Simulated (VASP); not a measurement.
A run of VASP 6.6.1 is set up as follows.

The input INCAR:

```
SYSTEM = Ta
  PREC = Accurate
  ENCUT = 600
  EDIFF = 1E-6
  ISMEAR = 0
  SIGMA = 0.05
  LREAL = .FALSE.
  LASPH = .TRUE.
  NELM = 100
  ALGO = Normal
  ISIF = 3
  LWAVE = .FALSE.
  LCHARG = .FALSE.
  GGA = PE
  IBRION = 2
  NSW = 80
  EDIFFG = -0.03
```

File KPOINTS:

```
Automatic mesh
0
G
  8 8 4
  0 0 0
```

POSCAR

```
Ta
1.0
    2.9486675574      0.0000000000      0.0000000000
   -1.4743337787      2.5536210121      0.0000000000
    0.0000000000      0.0000000000      4.8161570105
Ta
2
Direct
    0.3333333333      0.6666666667      0.7500000000
    0.6666666667      0.3333333333      0.2500000000
```

Potentials or basis: VASP PAW PBE potentials, release 64 (Ta_pv).

Command:

```sh
$ cat potpaw_PBE.64/Ta_pv/POTCAR > POTCAR
$ mpirun -np 1 vasp_std > vasp.out
```

Estimate the relaxed volume.

18.73 Å³/atom.

Estimate the relaxed cell.

a = 2.900 Å, b = 2.900 Å, c = 5.142 Å, α = 90.00°, β = 90.00°, γ = 120.00°.

Stress tensor (GPa, compression positive):
```
 0.15  0.00  0.00
 0.00  0.15  0.00
 0.00  0.00 -0.06
```
